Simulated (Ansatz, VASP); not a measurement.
# Two plane-wave programs on Rb

File INCAR:

```
ALGO     = Normal         # electronic algorithm
EDIFF    = 1E-7           # SCF threshold, eV
ENCUT    = 520            # plane-wave cutoff, eV
GGA      = RP             # functional
ISIF     = 2              # what is computed and relaxed
ISMEAR   = -1             # smearing method
LASPH    = T              # aspherical terms in the spheres
LCHARG   = T              # write CHGCAR
LELF     = T              # ELF
LREAL    = F              # projectors in reciprocal space
LVHAR    = T            
LWAVE    = F              # write WAVECAR
NBANDS   = 10             # bands
NELM     = 60             # most SCF steps
PREC     = Accurate       # precision mode
SIGMA    = 0.1            # smearing width, eV
```

KPOINTS

```
k-points
0
Gamma
  8 8 8
```

Contents of POSCAR:

```
Rb
1.0
    0.0000000000      3.5427234940      3.5427234940
    3.5427234940      0.0000000000      3.5427234940
    3.5427234940      3.5427234940      0.0000000000
Rb
1
Direct
    0.0000000000      0.0000000000      0.0000000000
```

Input for Ansatz:

```yaml
crystal:
  lattice:
    - [0.0, 3.542723494, 3.542723494]
    - [3.542723494, 0.0, 3.542723494]
    - [3.542723494, 3.542723494, 0.0]
  atoms:
    - { symbol: Rb, position: [0.0, 0.0, 0.0] }
hamiltonian:
  xc: rpbe
  pseudopotentials:
    kind: paw
    azcp:
      Rb: "pseudopotentials/Rb.paw.azcp"
basis:
  ecutwfc: 420
  fft_grid_basis: typed
kpoints:
  mp_grid: { grid: [8, 8, 8], shift: [0, 0, 0] }
magnetization:
  spin_polarized: false
scf:
  occupations: { method: fermi_dirac, width: 0.1 }
  lower_state_search: "off"
output:
  stress: true
```

Alike in both runs: task single point; functional RPBE; k mesh 8 × 8 × 8; occupations fermi-dirac, width 0.1 eV; no spin polarisation.

```csv
,VASP,Ansatz
version,VASP 6.6.1,Ansatz 0.2.0
potentials or method,"VASP PAW PBE potentials, release 64 (Rb_sv), cutoff 520 eV","plane waves (420 eV) with PAW, scalar-relativistic"
valence electrons in the cell,9,9
```

|  | VASP | Ansatz | Ansatz less VASP |
| --- | --- | --- | --- |
| pressure (GPa) | 0.4 | 0.4 | 0.00 |

VASP's potentials were made for PBE, not for RPBE.
